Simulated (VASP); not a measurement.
**CrO2: single point with PBE**

The system is CrO2.

```
CELL_PARAMETERS angstrom
3.48069 0.00000 0.00000
-1.74035 3.01437 0.00000
0.00000 0.00000 2.66821
ATOMIC_POSITIONS crystal
Cr 0.00000 0.00000 0.00000
O 0.33333 0.66667 0.50000
O 0.66667 0.33333 0.50000
```

The cell was generated, and may not be a known phase.

- Program: VASP 6.6.1
- Task: single point
- Functional: PBE
- Potentials or basis: VASP PAW PBE potentials, release 64 (Cr_pv, O)
- Cutoff: 520 eV
- k mesh: 6 × 6 × 6
- Occupations: gaussian, width 0.1 eV
- Spin: collinear spin, ferromagnetic start
- Starting moments: [3.0, 0.0, 0.0] μB

* Pressure: -0.2 GPa
* Net moment: 2.83 μB per cell
* Site moments: Cr +3.23; O -0.25 μB
* Valence electrons inside the program's atomic spheres: Cr 10.30; O 4.83

Stress tensor (GPa, compression positive):
```
-0.12  0.00  0.00
 0.00 -0.12  0.00
 0.00  0.00 -0.22
```

Levels at points of the mesh, in eV from the Fermi level:
Spin up:
| k point | band 9 | band 10 | band 11 | band 12 | band 13 | band 14 | band 15 | band 16 | band 17 | band 18 |
| --- | --- | --- | --- | --- | --- | --- | --- | --- | --- | --- |
| (0.00, 0.00, 0.00) | -2.81 | -1.26 | -1.26 | -0.57 | -0.57 | -0.05 | 0.08 | 0.08 | 3.10 | 5.36 |
| (0.50, 0.00, 0.00) | -2.46 | -1.78 | -1.04 | -1.04 | -0.63 | -0.63 | 0.81 | 1.83 | 5.35 | 6.81 |
| (0.00, 0.00, 0.50) | -3.61 | -3.61 | -2.09 | -1.50 | -1.50 | 0.23 | 1.91 | 1.91 | 5.35 | 7.13 |
| (0.50, 0.00, 0.50) | -4.55 | -1.84 | -0.86 | -0.39 | 0.00 | 0.58 | 0.61 | 0.98 | 5.35 | 8.16 |
Spin down:
```tsv
k point	band 9	band 10	band 11	band 12	band 13	band 14
(0.00, 0.00, 0.00)	-1.62	-1.62	-0.48	-0.19	2.44	2.44
(0.50, 0.00, 0.00)	-1.44	-1.13	-0.57	0.49	1.97	2.35
(0.00, 0.00, 0.50)	-2.66	-2.66	-2.45	1.43	1.43	3.28
(0.50, 0.00, 0.50)	-4.81	-1.20	0.40	2.19	2.30	2.43
```

Wall time 35 s on 1 thread of Intel(R) Xeon(R) 6975P-C (Granite Rapids), with other jobs on the host, peak memory 0.16 GiB.

Caveat: the k points lie up to 0.39 Å⁻¹ apart; a cell with one magnetic atom can't hold antiferromagnetic order, which such compounds often take; semilocal functionals often make such compounds metallic where correlation or magnetic order opens a gap, which also shifts bond lengths. With open d or f shells a metallic result of PBE can be an artefact of self-interaction; +U or a hybrid may open a gap.
